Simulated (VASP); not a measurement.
**BN: single point with r2SCAN**

BN:

```
B N
1.0
     0.00000    1.78581    1.78581
     1.78581    0.00000    1.78581
     1.78581    1.78581    0.00000
B N
1 1
Direct
  0.00000 0.00000 0.00000
  0.75000 0.75000 0.75000
```

This cell differs from its parent crystal: strain -0.015 along x and y, -0.015 along z.

```yaml
Program: VASP 6.6.1
Task: single point
Functional: r2SCAN
Potentials_or_basis: VASP PAW PBE potentials, release 64 (B, N)
Cutoff: 520 eV
k_mesh: 12 × 12 × 12
Occupations: gaussian, width 0.05 eV
Spin: no spin polarisation
Dipole_correction: no
Further_INCAR_settings: ALGO = Normal; EDIFF = 1e-06; NBANDS = 11
```

```
Pressure               : 14.5 GPa
Band gap on the k mesh : 5.02 eV, indirect (least direct gap 9.70 eV)
```

Levels at points of the mesh, in eV from the valence-band top:
| k point | band 1 | band 2 | band 3 | band 4 | band 5 | band 6 | band 7 | band 8 | band 9 |
| --- | --- | --- | --- | --- | --- | --- | --- | --- | --- |
| (0.00, 0.00, 0.00) | -21.72 | 0.00 | 0.00 | 0.00 | 9.70 | 9.70 | 9.70 | 11.69 | 26.85 |
| (0.50, 0.00, 0.00) | -17.24 | -11.43 | -2.09 | -2.09 | 11.28 | 11.67 | 11.67 | 16.80 | 25.44 |
| (0.50, 0.50, 0.00) | -15.77 | -9.57 | -5.28 | -5.28 | 5.02 | 10.03 | 19.85 | 19.85 | 22.86 |

It took 74 s on 1 thread of AMD EPYC 7571, with other jobs on the host, peak memory 0.09 GiB.

Caveat: the cell differs from its parent crystal (strain -0.015 along x and y, -0.015 along z); the PAW data sets were made with another functional, which shifts forces and pressure a little. A k mesh can miss the band edges.
